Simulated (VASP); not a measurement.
Set up this calculation in VASP 6.6.1, as the native input.

```
Task                   : relaxation of cell and atoms
Functional             : r2SCAN
Potentials or basis    : VASP PAW PBE potentials, release 64 (K_sv, Mg, F)
Cutoff                 : 600 eV
k mesh                 : 7 × 7 × 7
Occupations            : fermi-dirac, width 0.05 eV
Spin                   : no spin polarisation
Target pressure        : 2 GPa
Dipole correction      : no
Further INCAR settings : ALGO = Normal; EDIFF = 1e-07; IBRION = 2; EDIFFG = -0.01; NSW = 60; ISIF = 3
```

KMgF3:

```
K Mg F
1.0
     3.98590    0.00000    0.00000
     0.00000    3.98590    0.00000
     0.00000    0.00000    3.98590
K Mg F
1 1 3
Direct
  0.50000 0.50000 0.50000
  0.00000 0.00000 0.00000
  0.00000 0.00000 0.50000
  0.00000 0.50000 0.00000
  0.50000 0.00000 0.00000
```

These files were run (other wordings do the same):

POSCAR

```
KMgF3
1.0
    3.9859000000      0.0000000000      0.0000000000
    0.0000000000      3.9859000000      0.0000000000
    0.0000000000      0.0000000000      3.9859000000
K Mg F
1 1 3
Direct
    0.5000000000      0.5000000000      0.5000000000
    0.0000000000      0.0000000000      0.0000000000
    0.0000000000      0.0000000000      0.5000000000
    0.0000000000      0.5000000000      0.0000000000
    0.5000000000      0.0000000000      0.0000000000
```

INCAR.step1

```
PREC = Accurate
ENCUT = 600
ISMEAR = -1
SIGMA = 0.05
LREAL = F
LASPH = T
NELM = 60
GGA = PE
ALGO = Normal
EDIFF = 1E-4
LWAVE = T
LCHARG = F
```

INCAR.step2

```
PREC = Accurate
ENCUT = 600
EDIFF = 1E-7
ISMEAR = -1
SIGMA = 0.05
LREAL = F
LASPH = T
NELM = 60
ALGO = Normal
ISIF = 3
LWAVE = F
LCHARG = F
METAGGA = R2SCAN
LMIXTAU = T
IBRION = 2
NSW = 60
EDIFFG = -0.01
PSTRESS = 20.0
ISTART = 1
```

KPOINTS

```
regular mesh
0
Gamma
  7 7 7
```

Potentials or basis: VASP PAW PBE potentials, release 64 (K_sv, Mg, F).

Command:

```bash
$ cat potpaw_PBE.64/K_sv/POTCAR potpaw_PBE.64/Mg/POTCAR potpaw_PBE.64/F/POTCAR > POTCAR
$ cp INCAR.step1 INCAR
$ mpirun -np 1 vasp_std > vasp.out
$ cp INCAR.step2 INCAR
$ mpirun -np 1 vasp_std > vasp.out
```

Results of the run:

The relaxed volume is 12.21 Å³/atom and the relaxed cell is a = 3.937 Å, b = 3.937 Å, c = 3.937 Å, α = 90.00°, β = 90.00°, γ = 90.00°. The space group after relaxing (to 0.1 Å) is Pm-3m (No. 221). The energy change on relaxing (the run minimises the enthalpy) is +1.2 meV/atom, the ionic steps are 3 and the pressure after relaxing is 2.0 GPa. The band gap on the k mesh is 8.58 eV (least direct gap 8.87 eV).

Caveat: the cell is relaxed towards a set pressure, so the run minimises the enthalpy, not the energy; the PAW data sets were made with another functional, which shifts forces and pressure a little; an odd mesh through Γ misses points on the zone boundary, where band edges can lie.

Run time: 2.2 min on 1 thread of Intel(R) Xeon(R) Platinum 8488C (Sapphire Rapids) (shared host), peak memory 0.21 GiB.
